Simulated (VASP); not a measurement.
# Ti (Cmcm) in VASP: notebook, part 2 of 2

VASP 6.6.1.

## 5. Single point, PBEsol (atom 1 (Ti) moved by (-0.225, +0.000) A along y and z)

Contents of INCAR:

```
PREC = Accurate
ENCUT = 520
EDIFF = 1E-6
ISMEAR = 0
SIGMA = 0.15
LREAL = False
LASPH = True
NELM = 60
ALGO = Fast
ISIF = 2
LWAVE = False
LCHARG = False
GGA = PS
NBANDS = 19
```

Contents of KPOINTS:

```
regular mesh
0
Gamma
  18 18 10
```

Contents of POSCAR:

```
Ti
1.0
    2.9499978604      0.0000000000      0.0000000000
   -1.4749989302      2.5547730882      0.0000000000
    0.0000000000      0.0000000000      4.6860000000
Ti
2
Direct
    0.2892981114      0.5785962227      0.2500000000
    0.6666666667      0.3333333333      0.7500000000
```

Potentials or basis: VASP PAW PBE potentials, release 64 (Ti_sv).

Started as:

```sh
$ cat potpaw_PBE.64/Ti_sv/POTCAR > POTCAR
$ mpirun -np 1 vasp_std > vasp.out
```

OUTCAR:

```text
PREC = Accurate
   ENCUT = 520
   EDIFF = 1E-6
   ISMEAR = 0
   LREAL = False
   LASPH = True
   NELM = 60
   ISIF = 2
   GGA = PS

 ion  position               nearest neighbor table
   1  0.289  0.579  0.250-   2 2.84   2 2.84   2 2.84   2 2.84
   2  0.667  0.333  0.750-   1 2.84   1 2.84   1 2.84   1 2.84

  LATTYP: Found a hexagonal cell.
 ALAT       =     2.9499978604
 C/A-ratio  =     1.5884757284

  Lattice vectors:

 A1 = (   2.9499978604,   0.0000000000,   0.0000000000)
 A2 = (  -1.4749989302,   2.5547730882,   0.0000000000)
 A3 = (   0.0000000000,   0.0000000000,   4.6860000000)

Analysis of symmetry for initial positions (statically):
=====================================================================
 Subroutine PRICEL returns:
 Original cell was already a primitive cell.

 Routine SETGRP: Setting up the symmetry group for a
 hexagonal supercell.

 Subroutine GETGRP returns: Found  8 space group operations
[... 163 lines left out ...]
  ext. energy  EPLUGINS =         0.00000000
  ---------------------------------------------------
  free energy    TOTEN  =       -16.62023317 eV

  energy without entropy =      -16.59130138  energy(sigma->0) =      -16.60576728

 E-fermi :   7.9920     XC(G=0): -11.5541

 val. band max:        7.9914588884   @ k =  -0.2222   0.1667   0.3000
 cond. band min:       7.9928258918   @ k =   0.2778   0.2222   0.4000
 fundamental gap:      0.0013670034
 Fermi energy:         7.9920213610

 k-point     1 :       0.0000    0.0000    0.0000
  band No.  band energies     occupation
      1     -48.6099      2.00000
      2     -48.4763      2.00000
      3     -25.2850      2.00000
      4     -24.6942      2.00000
      5     -24.6338      2.00000
      6     -24.5940      2.00000
[... 505 lines left out ...]
      6     -24.6377      2.00000
[... 11 lines left out ...]
     18       9.8152      0.00000
     19      10.8956      0.00000

 [... further k-points ...]

------------------------ aborting loop because EDIFF is reached ----------------------------------------

  FORCE on cell =-STRESS in cart. coord.  units (eV):
  Direction    XX          YY          ZZ          XY          YZ          ZX
  --------------------------------------------------------------------------------------
  -------------------------------------------------------------------------------------
  Total       -0.9128607     -1.8447570     -1.3476615      0.0000000     -0.0000000      0.0000000
  in kB      -41.4131988    -83.6899733    -61.1385411      0.0000000     -0.0000000      0.0000000
  external PRESSURE =     -62.0805711 kB  Pullay stress =       0.0000000 kB

 VOLUME and BASIS-vectors are now :
 -----------------------------------------------------------------------------
  energy-cutoff  :      520.00
  volume of cell :       35.32
      direct lattice vectors                 reciprocal lattice vectors
     2.949997860  0.000000000  0.000000000     0.338983297  0.195712098  0.000000000
    -1.474998930  2.554773088  0.000000000     0.000000000  0.391424195  0.000000000
     0.000000000  0.000000000  4.686000000     0.000000000  0.000000000  0.213401622

 POSITION                                       TOTAL-FORCE (eV/Angst)
 -----------------------------------------------------------------------------------
      0.00000      1.47818      1.17150        -0.000000      0.265728      0.000000
      1.47500      0.85159      3.51450         0.000000     -0.265728      0.000000
 -----------------------------------------------------------------------------------
    total drift:                               -0.000000      0.000025      0.000000

  FREE ENERGIE OF THE ION-ELECTRON SYSTEM (eV)
  ---------------------------------------------------
  free  energy   TOTEN  =       -16.6202331691 eV

  energy  without entropy=      -16.5913013834  energy(sigma->0) =      -16.60576728
```

OSZICAR:

```text
N       E                     dE             d eps       ncg     rms          rms(c)
DAV:   1     0.263686028430E+03    0.26369E+03   -0.12999E+04 20772   0.157E+03
DAV:   2     0.111841279458E+02   -0.25250E+03   -0.24848E+03 21313   0.442E+02
DAV:   3    -0.177317255659E+02   -0.28916E+02   -0.28604E+02 38748   0.123E+02
[... 28 lines left out ...]
RMM:  32    -0.166202290276E+02   -0.14236E-05   -0.19459E-05 26389   0.225E-02    0.112E-02
RMM:  33    -0.166202305168E+02   -0.14892E-05   -0.18149E-05 25498   0.207E-02    0.782E-03
RMM:  34    -0.166202315015E+02   -0.98466E-06   -0.12258E-05 23668   0.180E-02    0.619E-03
RMM:  35    -0.166202324730E+02   -0.97149E-06   -0.11515E-05 24207   0.166E-02    0.477E-03
RMM:  36    -0.166202331691E+02   -0.69612E-06   -0.84968E-06 21682   0.147E-02
   1 F= -.16620233E+02 E0= -.16605767E+02  d E =-.289318E-01
```

stdout:

```text
POSCAR found type information on POSCAR Ti
 POSCAR found :  1 types and       2 ions
 scaLAPACK will be used
 -----------------------------------------------------------------------------
|                                                                             |
|                                                                             |
|     You enforced a specific xc type in the INCAR file but a different       |
[... 34 lines left out ...]
WARNING in EDDRMM: call to ZHEGV failed, returncode =   8  4     11
WARNING in EDDRMM: call to ZHEGV failed, returncode =   8  4     13
WARNING in EDDRMM: call to ZHEGV failed, returncode =   6  3      5
WARNING in EDDRMM: call to ZHEGV failed, returncode =   8  4      5
WARNING in EDDRMM: call to ZHEGV failed, returncode =   6  3     17
WARNING in EDDRMM: call to ZHEGV failed, returncode =   6  3     19
WARNING in EDDRMM: call to ZHEGV failed, returncode =   8  4      4
```

It took 12 min on 1 thread of AMD EPYC 9R45 (Zen 5), shared host; peak memory 0.36 GiB.

Results:

```
Free energy            : -16.6202 eV
Pressure               : -6.2 GPa
Largest force          : 0.266 eV/Å
Band gap on the k mesh : zero (bands 12 and 13 overlap by 1.02 eV)
```

Forces in eV/Å, atoms in the order of the input:
```
Ti   0.000  0.266  0.000
Ti   0.000 -0.266  0.000
```

Stress tensor (GPa, compression positive):
```
-4.14  0.00  0.00
 0.00 -8.37  0.00
 0.00  0.00 -6.11
```

Caveat: the cell differs from its parent crystal (atom 1 (Ti) moved by (-0.225, +0.000) A along y and z); the cell stands under tension; the PAW data sets were made with another functional, which shifts forces and pressure a little.

## 6. Overview

```csv
cell,gap on the mesh (eV),pressure (GPa),largest force (eV/Å)
"as given, atomic positions A",none,-6.3,0.30
"as given, atomic positions B",none,-6.4,0.38
"as given, atomic positions C",none,-6.9,0.51
"as given, atomic positions D",none,-6.2,0.27
```

Alike in all rows: task single point; level PBEsol; potentials or basis VASP PAW PBE potentials, release 64 (Ti_sv); no spin polarisation; k mesh 18 × 18 × 10; cutoff (eV) 520; smearing gaussian 0.15 eV.

Caveats: the PAW data sets were made with another functional, which shifts forces and pressure a little; the stress differs along the axes, from -9 to -4 GPa (at least some runs); the stress differs along the axes, from -10 to -4 GPa (at least some runs); the stress differs along the axes, from -12 to -3 GPa (at least some runs); the cell stands under tension (at least some runs).

Absolute energies hang on the potentials; compare differences alone.
